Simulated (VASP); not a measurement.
# Pt (P6_3/mmc) in VASP: notebook

The runs below take Pt through single point, with PBEsol.

Everything below comes from runs of VASP 6.6.1. Logs are shortened: lines on timing, memory, paths and dates and some standing lists are left out, and cuts for length are marked.

### Step 1. The cell of the first run

The structure is hexagonal, space group P6_3/mmc (No. 194). Conventional cell: a = 2.662 Å, b = 2.662 Å, c = 4.472 Å, α = 90.00°, β = 90.00°, γ = 120.00°. Within 3.5 Å of Pt (site symmetry -6m2) lie 12 Pt at 2.66 to 2.71 Å.

This isn't the form of Pt at room conditions, which is fcc.

### Step 2. Single point, PBEsol

INCAR

```
SYSTEM = Pt
PREC = Accurate
ENCUT = 520
EDIFF = 1E-6
ISMEAR = 0
SIGMA = 0.15
LREAL = .False.
LASPH = .True.
NELM = 80
ALGO = Normal
ISIF = 2
LWAVE = .False.
LCHARG = .False.
GGA = PS
NBANDS = 17
```

KPOINTS

```
Automatic mesh
0
Gamma
  18 18 10
  0 0 0
```

POSCAR

```
Pt
1.0
    2.6616000000      0.0000000000      0.0000000000
   -1.3308000000      2.3050132147      0.0000000000
    0.0000000000      0.0000000000      4.4716000000
Pt
2
Direct
    0.6666666667      0.3333333333      0.7500000000
    0.3333333333      0.6666666667      0.2500000000
```

Potentials or basis: VASP PAW PBE potentials, release 64 (Pt).

Command:

```sh
$ cat potpaw_PBE.64/Pt/POTCAR > POTCAR
$ mpirun -np 1 vasp_std > vasp.out
```

OUTCAR:

```text
SYSTEM = Pt
   PREC = Accurate
   ENCUT = 520
   EDIFF = 1E-6
   ISMEAR = 0
   LREAL = .False.
   LASPH = .True.
   NELM = 80
   ISIF = 2
   GGA = PS

 ion  position               nearest neighbor table
   1  0.667  0.333  0.750-   2 2.71   2 2.71   2 2.71   2 2.71   2 2.71   2 2.71
   2  0.333  0.667  0.250-   1 2.71   1 2.71   1 2.71   1 2.71   1 2.71   1 2.71

  LATTYP: Found a hexagonal cell.
 ALAT       =     2.6616000000
 C/A-ratio  =     1.6800420800

  Lattice vectors:

 A1 = (   2.6616000000,   0.0000000000,   0.0000000000)
 A2 = (  -1.3308000000,   2.3050132147,   0.0000000000)
 A3 = (   0.0000000000,   0.0000000000,   4.4716000000)

Analysis of symmetry for initial positions (statically):
=====================================================================
 Subroutine PRICEL returns:
 Original cell was already a primitive cell.

 Routine SETGRP: Setting up the symmetry group for a
 hexagonal supercell.

 Subroutine GETGRP returns: Found 24 space group operations
 (whereof 12 operations were pure point group operations)
 out of a pool of 24 trial point group operations.

The static configuration has the point symmetry D_3d.
 The point group associated with its full space group is D_6h.

Analysis of symmetry for dynamics (positions and initial velocities):
=====================================================================
 Subroutine PRICEL returns:
 Original cell was already a primitive cell.

 Routine SETGRP: Setting up the symmetry group for a
 hexagonal supercell.

 Subroutine GETGRP returns: Found 24 space group operations
 (whereof 12 operations were pure point group operations)
 out of a pool of 24 trial point group operations.

The dynamic configuration has the point symmetry D_3d.
 The point group associated with its full space group is D_6h.

 Subroutine INISYM returns: Found 24 space group operations
 (whereof 12 operations are pure point group operations),
 and found     1 'primitive' translations

----------------------------------------------------------------------------------------

                                     Primitive cell

  volume of cell :      27.4334

  direct lattice vectors                    reciprocal lattice vectors
     2.661600000  0.000000000  0.000000000     0.375713856  0.216918496  0.000000000
    -1.330800000  2.305013215  0.000000000     0.000000000  0.433836992  0.000000000
     0.000000000  0.000000000  4.471600000     0.000000000  0.000000000  0.223633599

  length of vectors
     2.661600000  2.661600000  4.471600000     0.433836992  0.433836992  0.223633599

  position of ions in fractional coordinates (direct lattice)
     0.666666667  0.333333333  0.750000000
     0.333333333  0.666666667  0.250000000

  ion indices of the primitive-cell ions
   primitive index   ion index
                 1           1
                 2           2

----------------------------------------------------------------------------------------

 KPOINTS: Automatic mesh

Automatic generation of k-mesh.
 Grid dimensions read from file:
 generate k-points for:   18   18   10

 Generating k-lattice:

  Cartesian coordinates                     Fractional coordinates (reciprocal lattice)
     0.020872992  0.012051028  0.000000000     0.055555556 -0.000000000  0.000000000
     0.000000000  0.024102055  0.000000000     0.000000000  0.055555556  0.000000000
     0.000000000  0.000000000  0.022363360     0.000000000  0.000000000  0.100000000

  Length of vectors
     0.024102055  0.024102055  0.022363360

  Shift w.r.t. Gamma in fractional coordinates (k-lattice)
     0.000000000  0.000000000  0.000000000

 Subroutine IBZKPT returns following result:
 ===========================================

 Found    222 irreducible k-points:

 Following reciprocal coordinates:
            Coordinates               Weight
  0.000000  0.000000  0.000000      1.000000
  0.055556 -0.000000  0.000000      6.000000
  0.111111 -0.000000  0.000000      6.000000
  0.166667 -0.000000  0.000000      6.000000
  0.222222 -0.000000  0.000000      6.000000
  0.277778 -0.000000  0.000000      6.000000
[... 16 lines left out ...]
  0.333333  0.111111  0.000000     12.000000
  0.388889  0.111111  0.000000     12.000000
 [... further k-points ...]
   k-points           NKPTS =    222   k-points in BZ     NKDIM =    222   number of bands    NBANDS=     17
   number of dos      NEDOS =    301   number of ions     NIONS =      2
   total plane-waves  NPLWV =  14400
   dimension x,y,z NGX =    20 NGY =   20 NGZ =   36
   dimension x,y,z NGXF=    40 NGYF=   40 NGZF=   72
   ions per type =               2
   NGX,Y,Z   is equivalent  to a cutoff of  12.49, 12.49, 13.38 a.u.
   NGXF,Y,Z  is equivalent  to a cutoff of  24.98, 24.98, 26.77 a.u.
 SYSTEM =  Pt
   PREC   = accura    normal or accurate (medium, high low for compatibility)
   ISTART =      0    job   : 0-new  1-cont  2-samecut
   ICHARG =      2    charge: 1-file 2-atom 10-const
   ISPIN  =      1    spin polarized calculation?
   LNONCOLLINEAR =      F non collinear calculations
   LSORBIT =      F    spin-orbit coupling
   LASPH  =      T    aspherical Exc in radial PAW
   ENCUT  =  520.0 eV  38.22 Ry    6.18 a.u.   4.95  4.95  8.31*2*pi/ulx,y,z
   NELM   =     80;   NELMIN=  2; NELMDL= -5     # of ELM steps
   EDIFF  = 0.1E-05   stopping-criterion for ELM
   LREAL  =      F    real-space projection
   EDIFFG = 0.1E-04   stopping-criterion for IOM
   NSW    =      0    number of steps for IOM
   IBRION =     -1    ionic relax: 0-MD 1-quasi-New 2-CG
   NFREE  =      0    steps in history (QN), initial steepest desc. (CG)
   ISIF   =      2    stress and relaxation
   ISYM   =      2    0-nonsym 1-usesym 2-fastsym
   POTIM  = 0.5000    time-step for ionic-motion
   TEBEG  =    0.0;   TEEND  =   0.0 temperature during run
   PSTRESS=    0.0 pullay stress
   NELECT =      20.0000    total number of electrons
   NUPDOWN=      -1.0000    fix difference up-down
   EMIN   =  10.00;   EMAX   =-10.00  energy-range for DOS
   EFERMI =   0.00;   METHOD = LEGACY
   ISMEAR =     0;   SIGMA  =   0.15  broadening in eV -4-tet -1-fermi 0-gaus
   EFERMI_NEDOS =   21; number of points for ismear=-14 and -15
   IALGO  =     38    algorithm
   IMIX   =      4    mixing-type and parameters
     AMIX     =   0.40;   BMIX     =  1.00
     AMIX_MAG =   1.60;   BMIX_MAG =  1.00
  volume/ion in A,a.u.               =      13.72        92.56
  Fermi-wavevector in a.u.,A,eV,Ry     =   1.473415  2.784351 29.537595  2.170952
  Thomas-Fermi vector in A             =   2.588311
   LORBIT       =      0    0 simple, 1 ext, 2 COOP (PROOUT), +10 PAW based schemes
   GGA     = PS    functional components
   LHFCALC =     F    Hartree Fock is set to
   AEXX    =    0.0000 exact exchange contribution
   IVDW    =     0    specifies the selected vdW correction
   LEPSILON=     F    determine dielectric tensor
   LRPA    =     F    only Hartree local field effects (RPA)
 non-spin polarized calculation
 Gauss-broadening in eV      SIGMA  =   0.15
  energy-cutoff  :      520.00
  volume of cell :       27.43
 maximum number of plane-waves:       762
 NGX is ok and might be reduce to    20
   NGX =  9   NGY =  9   NGZ = 17

 number of electron      20.0000002 magnetization

 Free energy of the ion-electron system (eV)
  ---------------------------------------------------
  ext. energy  EPLUGINS =         0.00000000
  ---------------------------------------------------
  free energy    TOTEN  =       -13.53346736 eV

  energy without entropy =      -13.49445291  energy(sigma->0) =      -13.51396014

 E-fermi :  13.0082     XC(G=0): -14.1927

 val. band max:       13.0067632652   @ k =   0.2778   0.0556   0.1000
 cond. band min:      13.0097907656   @ k =   0.1667  -0.0000   0.4000
 fundamental gap:      0.0030275004
 Fermi energy:        13.0081727765

 k-point     1 :       0.0000    0.0000    0.0000
  band No.  band energies     occupation
      1       1.6070      2.00000
      2       4.5001      2.00000
      3       8.3213      2.00000
      4       8.7085      2.00000
      5       8.7085      2.00000
      6       9.2460      2.00000
[... 9 lines left out ...]
     16      30.3280      0.00000
     17      35.0877      0.00000

 k-point     2 :       0.0556   -0.0000    0.0000
  band No.  band energies     occupation
      1       1.7324      2.00000
      2       4.6144      2.00000
      3       8.2445      2.00000
      4       8.7618      2.00000
      5       8.8102      2.00000
      6       9.1780      2.00000
[... 9 lines left out ...]
     16      30.5385      0.00000
     17      34.3502      0.00000

 k-point     3 :       0.1111   -0.0000    0.0000
  band No.  band energies     occupation
      1       2.0983      2.00000
      2       4.9354      2.00000
      3       8.0292      2.00000
      4       8.8642      2.00000
      5       9.0775      2.00000
      6       9.1108      2.00000
[... 9 lines left out ...]
     16      31.0245      0.00000
     17      32.8847      0.00000

 k-point     4 :       0.1667   -0.0000    0.0000
  band No.  band energies     occupation
      1       2.6713      2.00000
      2       5.3781      2.00000
      3       7.7786      2.00000
      4       8.6638      2.00000
      5       8.7438      2.00000
      6       9.3763      2.00000
[... 9 lines left out ...]
     16      31.0650      0.00000
     17      31.7519      0.00000
[... 343 lines left out ...]
      1       5.0900      2.00000
      2       5.9366      2.00000
      3       6.5981      2.00000
      4       7.8012      2.00000
      5       8.6455      2.00000
      6       8.7829      2.00000
[... 9 lines left out ...]
     16      28.2217      0.00000
     17      30.2159      0.00000

 k-point    23 :       0.3333    0.1111    0.0000
  band No.  band energies     occupation
      1       5.4405      2.00000
      2       5.7134      2.00000
      3       6.2200      2.00000
      4       8.2937      2.00000
      5       8.5691      2.00000
      6       9.1793      2.00000
[... 9 lines left out ...]
     16      27.6572      0.00000
     17      28.0282      0.00000

 k-point    24 :       0.3889    0.1111    0.0000
  band No.  band energies     occupation
      1       5.4996      2.00000
      2       5.6275      2.00000
      3       5.9886      2.00000
      4       8.5771      2.00000
      5       8.8026      2.00000
      6       8.9609      2.00000
[... 9 lines left out ...]
     16      26.2625      0.00000
     17      27.2763      0.00000

 [... further k-points ...]

------------------------ aborting loop because EDIFF is reached ----------------------------------------

  FORCE on cell =-STRESS in cart. coord.  units (eV):
  Direction    XX          YY          ZZ          XY          YZ          ZX
  --------------------------------------------------------------------------------------
  -------------------------------------------------------------------------------------
  Total        5.8055630      5.8055630      6.5992214      0.0000000      0.0000000      0.0000000
  in kB      339.0593863    339.0593863    385.4110212      0.0000000      0.0000000      0.0000000
  external PRESSURE =     354.5099312 kB  Pullay stress =       0.0000000 kB

 VOLUME and BASIS-vectors are now :
 -----------------------------------------------------------------------------
  energy-cutoff  :      520.00
  volume of cell :       27.43
      direct lattice vectors                 reciprocal lattice vectors
     2.661600000  0.000000000  0.000000000     0.375713856  0.216918496  0.000000000
    -1.330800000  2.305013215  0.000000000     0.000000000  0.433836992  0.000000000
     0.000000000  0.000000000  4.471600000     0.000000000  0.000000000  0.223633599

 POSITION                                       TOTAL-FORCE (eV/Angst)
 -----------------------------------------------------------------------------------
      1.33080      0.76834      3.35370         0.000000      0.000000      0.000000
     -0.00000      1.53668      1.11790        -0.000000      0.000000     -0.000000
 -----------------------------------------------------------------------------------
    total drift:                               -0.000000      0.000000     -0.000000

  FREE ENERGIE OF THE ION-ELECTRON SYSTEM (eV)
  ---------------------------------------------------
  free  energy   TOTEN  =       -13.5334673629 eV

  energy  without entropy=      -13.4944529111  energy(sigma->0) =      -13.51396014
```

Run time: 36 s. Hardware: 1 thread of Intel Xeon 6975P-C (Granite Rapids), shared host; peak memory 0.21 GiB.

Results:

```
Free energy            : -13.5335 eV
Pressure               : 35.5 GPa
Band gap on the k mesh : zero (bands 10 and 11 overlap by 1.57 eV)
```

Caveat: the cell stands under pressure; the PAW data sets were made with another functional, which shifts forces and pressure a little; spin-orbit coupling is left out, which moves the levels of the heavy elements.

### Step 3. Single point, PBEsol

This run uses another cell than the first one, of 13.75 Å³/atom.

INCAR

```
SYSTEM = Pt
PREC = Accurate ; ENCUT = 520
EDIFF = 1E-6 ; ISMEAR = 0
SIGMA = 0.15 ; LREAL = .FALSE.
LASPH = .TRUE. ; NELM = 60
ALGO = Fast ; ISIF = 2
LWAVE = .FALSE. ; LCHARG = .FALSE.
GGA = PS ; NBANDS = 17
```

KPOINTS

```
regular mesh
0
G
  18 18 10
  0 0 0
```

POSCAR

```
Pt
1.0
    2.5344000000      0.0000000000      0.0000000000
   -1.2672000000      2.1948547833      0.0000000000
    0.0000000000      0.0000000000      4.9423000000
Pt
2
Direct
    0.6666666667      0.3333333333      0.7500000000
    0.3333333333      0.6666666667      0.2500000000
```

Potentials or basis: VASP PAW PBE potentials, release 64 (Pt).

Command:

```sh
$ cat potpaw_PBE.64/Pt/POTCAR > POTCAR
$ mpirun -np 1 vasp_std > vasp.out
```

OUTCAR:

```text
SYSTEM = Pt
   PREC = Accurate
   ENCUT = 520
   EDIFF = 1E-6
   ISMEAR = 0
   LREAL = .FALSE.
   LASPH = .TRUE.
   NELM = 60
   ISIF = 2
   GGA = PS

 ion  position               nearest neighbor table
   1  0.667  0.333  0.750-   2 2.87   2 2.87   2 2.87   2 2.87   2 2.87   2 2.87
   2  0.333  0.667  0.250-   1 2.87   1 2.87   1 2.87   1 2.87   1 2.87   1 2.87

  LATTYP: Found a hexagonal cell.
 ALAT       =     2.5344000000
 C/A-ratio  =     1.9500868056

  Lattice vectors:

[... 672 lines left out ...]

  FORCE on cell =-STRESS in cart. coord.  units (eV):
  Direction    XX          YY          ZZ          XY          YZ          ZX
  --------------------------------------------------------------------------------------
  -------------------------------------------------------------------------------------
  Total       11.6848434     11.6848434      1.1093079      0.0000000     -0.0000000      0.0000000
  in kB      680.9628574    680.9628574     64.6476334      0.0000000     -0.0000000      0.0000000
  external PRESSURE =     475.5244494 kB  Pullay stress =       0.0000000 kB

 VOLUME and BASIS-vectors are now :
 -----------------------------------------------------------------------------
  energy-cutoff  :      520.00
  volume of cell :       27.49
      direct lattice vectors                 reciprocal lattice vectors
     2.534400000  0.000000000  0.000000000     0.394570707  0.227805504  0.000000000
    -1.267200000  2.194854783  0.000000000     0.000000000  0.455611008  0.000000000
     0.000000000  0.000000000  4.942300000     0.000000000  0.000000000  0.202334945

 POSITION                                       TOTAL-FORCE (eV/Angst)
 -----------------------------------------------------------------------------------
      1.26720      0.73162      3.70673        -0.000000      0.000000      0.000000
     -0.00000      1.46324      1.23558         0.000000     -0.000000      0.000000
 -----------------------------------------------------------------------------------
    total drift:                                0.000000     -0.000000     -0.000000

  FREE ENERGIE OF THE ION-ELECTRON SYSTEM (eV)
  ---------------------------------------------------
  free  energy   TOTEN  =       -13.1063008793 eV

  energy  without entropy=      -13.0815782723  energy(sigma->0) =      -13.09393958
```

It took 58 s on 1 thread of Intel Xeon 6975P-C (Granite Rapids), shared host; peak memory 0.2 GiB.

What came out:

```
Free energy            : -13.1063 eV
Pressure               : 47.6 GPa
Band gap on the k mesh : zero (bands 10 and 11 overlap by 2.16 eV)
```

Caveat: the stress differs along the axes, from 6 to 68 GPa; the PAW data sets were made with another functional, which shifts forces and pressure a little; spin-orbit coupling is left out, which moves the levels of the heavy elements.

The gap in the log of VASP goes by the Fermi energy; the results here count the filled bands.